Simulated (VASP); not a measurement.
Runs of VASP 6.6.1 on Au. The structure is that of space group Fm-3m (No. 225), or close to it. The cells are those of the table. 

```csv
task,cell,k mesh,cutoff (eV),smearing,gap on the mesh (eV),pressure (GPa)
relaxation of cell and atoms,"relaxed from a = 2.893 Å, angles 60.0°, 1 atom",18 × 18 × 18,600,gaussian 0.1 eV,none,0.0
single point,"a = 2.985 Å, angles 60.0°, 1 atom",18 × 18 × 18,520,gaussian 0.1 eV,none,-13.3
single point,"a = 2.888 Å, angles 60.0°, 1 atom",14 × 14 × 14,520,gaussian 0.15 eV,none,(a)
single point,"a = 2.888 Å, angles 60.0°, 1 atom",18 × 18 × 18,520,gaussian 0.1 eV,none,-0.3
single point,"a = 2.888 Å, angles 60.0°, 1 atom",26 × 26 × 26,520,gaussian 0.15 eV,none,-0.3
```

Alike in all rows: level PBEsol; potentials or basis VASP PAW PBE potentials, release 64 (Au); no spin polarisation.

Problem. Fill in the values left out.

Solution. (a) -0.4.

Caveats: the PAW data sets were made with another functional, which shifts forces and pressure a little; spin-orbit coupling is left out, which moves the levels of the heavy elements.

A k mesh can miss the band edges, and the runs leave out spin-orbit coupling on Au.

A gap of «none» marks levels without a gap at the run's occupations.
